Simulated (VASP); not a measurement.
Set up this calculation in VASP 6.6.1, as the native input.

```yaml
Task: single point
Functional: PBEsol
Potentials_or_basis: VASP PAW PBE potentials, release 64 (Ni, Mo_sv, Pd, Ir, W_sv)
Cutoff: 520 eV
k_mesh: 7 × 7 × 5
Occupations: fermi-dirac, width 0.05 eV
Spin: collinear spin, ferromagnetic start
Starting_moments: "[1.0, 1.0, 0.0, 0.6, 0.0] μB"
Dipole_correction: no
Further_INCAR_settings: ALGO = Normal; EDIFF = 1e-07; NBANDS = 40
```

The structure of NiMoIrPdW lies in POSCAR:

```
NiMoIrPdW
1.0
    4.1467000000      0.0000000000      0.0000000000
   -2.0733500000      3.5911500000      0.0000000000
    0.0000000000      0.0000000000      5.4162900000
Ni Mo Pd Ir W
1 1 1 1 1
Direct
    0.0000000000      0.0000000000      0.0222100000
    0.6666700000      0.3333300000      0.4599600000
    0.3333300000      0.6666700000      0.7460100000
    0.3333300000      0.6666700000      0.2564100000
    0.6666700000      0.3333300000      0.9998500000
```

These files were run (other wordings do the same):

INCAR

```
  ALGO = Normal
  EDIFF = 1E-7
  ENCUT = 520
  GGA = PS
  ISIF = 2
  ISMEAR = -1
  ISPIN = 2
  LASPH = T
  LCHARG = F
  LMAXMIX = 4
  LORBIT = 11
  LREAL = F
  LWAVE = F
  MAGMOM = 1 1 0 0.6 0
  NBANDS = 40
  NELM = 150
  PREC = Accurate
  SIGMA = 0.05
```

KPOINTS

```
k-points
0
Gamma
  7 7 5
```

Potentials or basis: VASP PAW PBE potentials, release 64 (Ni, Mo_sv, Pd, Ir, W_sv).

Command:

```sh
$ cat potpaw_PBE.64/Ni/POTCAR potpaw_PBE.64/Mo_sv/POTCAR potpaw_PBE.64/Pd/POTCAR potpaw_PBE.64/Ir/POTCAR potpaw_PBE.64/W_sv/POTCAR > POTCAR
$ mpirun -np 1 vasp_std > vasp.out
```

Results of the run:

```yaml
Pressure: -7.7 GPa
Largest_force: 0.156 eV/Å
Net_moment: 0.00 μB per cell
Valence_electrons_inside_the_program's_atomic_spheres: Ni 9.45; Mo 12.36; Pd 9.56; Ir 8.40; W 12.08
```

Caveat: the PAW data sets were made with another functional, which shifts forces and pressure a little.

Run time: 8.7 min on 1 thread of Intel(R) Xeon(R) Platinum 8259CL CPU @ 2.50GHz (Skylake/Cascade Lake), on a shared host, peak memory 0.53 GiB.
